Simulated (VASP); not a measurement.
# TaN (P6_3mc) in VASP: a series of runs, part 2 of 2

VASP 6.6.1.

## 3. Single point, PBE (volume scaled by 1.01)

The input, INCAR:

```
ALGO = Normal
EDIFF = 1E-7
ENCUT = 520
GGA = PE
ISIF = 2
ISMEAR = -1
LASPH = T
LCHARG = F
LREAL = F
LWAVE = F
NBANDS = 24
NELM = 100
PREC = Accurate
SIGMA = 0.01
```

The input, KPOINTS:

```
k-points
0
Gamma
  9 9 5
```

The input, POSCAR:

```
TaN
1.0
    3.0601340589      0.0000000000      0.0000000000
   -1.5300670295      2.6501538341      0.0000000000
    0.0000000000      0.0000000000      4.9564120807
Ta N
2 2
Direct
    0.3333333333      0.6666666667      0.0000000000
    0.6666666667      0.3333333333      0.5000000000
    0.3333333333      0.6666666667      0.3850000000
    0.6666666667      0.3333333333      0.8850000000
```

Potentials or basis: VASP PAW PBE potentials, release 64 (Ta_pv, N).

On the command line:

```
$ cat potpaw_PBE.64/Ta_pv/POTCAR potpaw_PBE.64/N/POTCAR > POTCAR
$ mpirun -np 1 vasp_std > vasp.out
```

OUTCAR:

```text
EDIFF = 1E-7
   ENCUT = 520
   GGA = PE
   ISIF = 2
   ISMEAR = -1
   LASPH = T
   LREAL = F
   NELM = 100
   PREC = Accurate

 ion  position               nearest neighbor table
   1  0.333  0.667  0.000-   4 1.86   4 1.86   4 1.86   3 1.91   2 3.04   2 3.04   2 3.04   2 3.04
                             2 3.04   2 3.04
   2  0.667  0.333  0.500-   3 1.86   3 1.86   3 1.86   4 1.91   1 3.04   1 3.04   1 3.04   1 3.04
                             1 3.04   1 3.04
   3  0.333  0.667  0.385-   2 1.86   2 1.86   2 1.86   1 1.91
   4  0.667  0.333  0.885-   1 1.86   1 1.86   1 1.86   2 1.91

  LATTYP: Found a hexagonal cell.
 ALAT       =     3.0601340589
 C/A-ratio  =     1.6196715521

  Lattice vectors:

 A1 = (   3.0601340589,   0.0000000000,   0.0000000000)
 A2 = (  -1.5300670295,   2.6501538341,   0.0000000000)
 A3 = (   0.0000000000,   0.0000000000,   4.9564120807)

Analysis of symmetry for initial positions (statically):
=====================================================================
 Subroutine PRICEL returns:
 Original cell was already a primitive cell.

 Routine SETGRP: Setting up the symmetry group for a
 hexagonal supercell.

 Subroutine GETGRP returns: Found 12 space group operations
 (whereof  6 operations were pure point group operations)
 out of a pool of 24 trial point group operations.

The static configuration has the point symmetry C_3v.
 The point group associated with its full space group is C_6v.

Analysis of symmetry for dynamics (positions and initial velocities):
=====================================================================
 Subroutine PRICEL returns:
 Original cell was already a primitive cell.

 Routine SETGRP: Setting up the symmetry group for a
 hexagonal supercell.
[... 124 lines left out ...]
   EFERMI =   0.00;   METHOD = LEGACY
   ISMEAR =    -1;   SIGMA  =   0.01  broadening in eV -4-tet -1-fermi 0-gaus
   EFERMI_NEDOS =   21; number of points for ismear=-14 and -15
   IALGO  =     38    algorithm
   IMIX   =      4    mixing-type and parameters
     AMIX     =   0.40;   BMIX     =  1.00
     AMIX_MAG =   1.60;   BMIX_MAG =  1.00
  volume/ion in A,a.u.               =      10.05        67.81
  Fermi-wavevector in a.u.,A,eV,Ry     =   1.517278  2.867240 31.322417  2.302133
  Thomas-Fermi vector in A             =   2.626555
   LORBIT       =      0    0 simple, 1 ext, 2 COOP (PROOUT), +10 PAW based schemes
   GGA     = PE    functional components
   LHFCALC =     F    Hartree Fock is set to
   AEXX    =    0.0000 exact exchange contribution
   IVDW    =     0    specifies the selected vdW correction
   LEPSILON=     F    determine dielectric tensor
   LRPA    =     F    only Hartree local field effects (RPA)
 non-spin polarized calculation
  energy-cutoff  :      520.00
  volume of cell :       40.20
 maximum number of plane-waves:      1099
 NGX is ok and might be reduce to    24
   NGX = 11   NGY = 11   NGZ = 19

 number of electron      32.0000001 magnetization

 Free energy of the ion-electron system (eV)
  ---------------------------------------------------
  ext. energy  EPLUGINS =         0.00000000
  ---------------------------------------------------
  free energy    TOTEN  =       -37.99883604 eV

  energy without entropy =      -37.99781216  energy(sigma->0) =      -37.99832410

 E-fermi :   9.7099     XC(G=0): -13.4887

 val. band max:        9.6685476819   @ k =   0.2222  -0.0000   0.0000
 cond. band min:       9.7175147397   @ k =   0.1111   0.1111   0.4000
 fundamental gap:      0.0489670578
 Fermi energy:         9.7098950196

 k-point     1 :       0.0000    0.0000    0.0000
  band No.  band energies     occupation
      1     -26.4161      2.00000
      2     -25.3520      2.00000
      3     -25.3520      2.00000
      4     -25.1677      2.00000
      5     -25.1677      2.00000
      6     -25.1086      2.00000
[... 637 lines left out ...]
     23      17.1837      0.00000
     24      17.1837      0.00000

 [... further k-points ...]

------------------------ aborting loop because EDIFF is reached ----------------------------------------

  FORCE on cell =-STRESS in cart. coord.  units (eV):
  Direction    XX          YY          ZZ          XY          YZ          ZX
  --------------------------------------------------------------------------------------
  -------------------------------------------------------------------------------------
  Total       35.4171482     35.4171482     29.3474105     -0.0000000      0.0000000      0.0000000
  in kB     1411.7091446   1411.7091447   1169.7725474     -0.0000000      0.0000000      0.0000000
  external PRESSURE =    1331.0636123 kB  Pullay stress =       0.0000000 kB

 VOLUME and BASIS-vectors are now :
 -----------------------------------------------------------------------------
  energy-cutoff  :      520.00
  volume of cell :       40.20
      direct lattice vectors                 reciprocal lattice vectors
     3.060134059  0.000000000  0.000000000     0.326783069  0.188668293  0.000000000
    -1.530067030  2.650153834  0.000000000     0.000000000  0.377336586  0.000000000
     0.000000000  0.000000000  4.956412081     0.000000000  0.000000000  0.201758850

 POSITION                                       TOTAL-FORCE (eV/Angst)
 -----------------------------------------------------------------------------------
     -0.00000      1.76677      0.00000         0.000000      0.000000      2.327897
      1.53007      0.88338      2.47821         0.000000      0.000000      2.327897
     -0.00000      1.76677      1.90822         0.000000      0.000000     -2.327897
      1.53007      0.88338      4.38642        -0.000000     -0.000000     -2.327897
 -----------------------------------------------------------------------------------
    total drift:                               -0.000000      0.000000      0.000332

  FREE ENERGIE OF THE ION-ELECTRON SYSTEM (eV)
  ---------------------------------------------------
  free  energy   TOTEN  =       -37.9988360429 eV

  energy  without entropy=      -37.9978121648  energy(sigma->0) =      -37.99832410
```

Run time: 53 s. Hardware: 1 thread of Intel Xeon 8259CL, shared host; peak memory 0.17 GiB.

What came out:

| Item | Value |
| --- | --- |
| Free energy | -37.9988 eV |
| Pressure | 133.1 GPa |
| Largest force | 2.328 eV/Å |
| Band gap on the k mesh | zero (band 16 reaches 10.24 eV, above the bottom of band 17 at 8.05 eV) |

Forces on the atoms (eV/Å):
```
Ta   0.000  0.000  2.328
Ta   0.000  0.000  2.328
N    0.000  0.000 -2.328
N    0.000  0.000 -2.328
```

Levels at points of the mesh, in eV from the Fermi level:
| k point | band 12 | band 13 | band 14 | band 15 | band 16 | band 17 | band 18 | band 19 | band 20 | band 21 |
| --- | --- | --- | --- | --- | --- | --- | --- | --- | --- | --- |
| (0.00, 0.00, 0.00) | -7.86 | -7.86 | -7.58 | -0.84 | -0.84 | -0.40 | 2.09 | 2.61 | 2.61 | 4.51 |

Caveat: spin-orbit coupling is left out, which moves the levels of the heavy elements; forces of over 1 eV/Å act on the atoms, so gaps and moduli don't describe the material at rest.
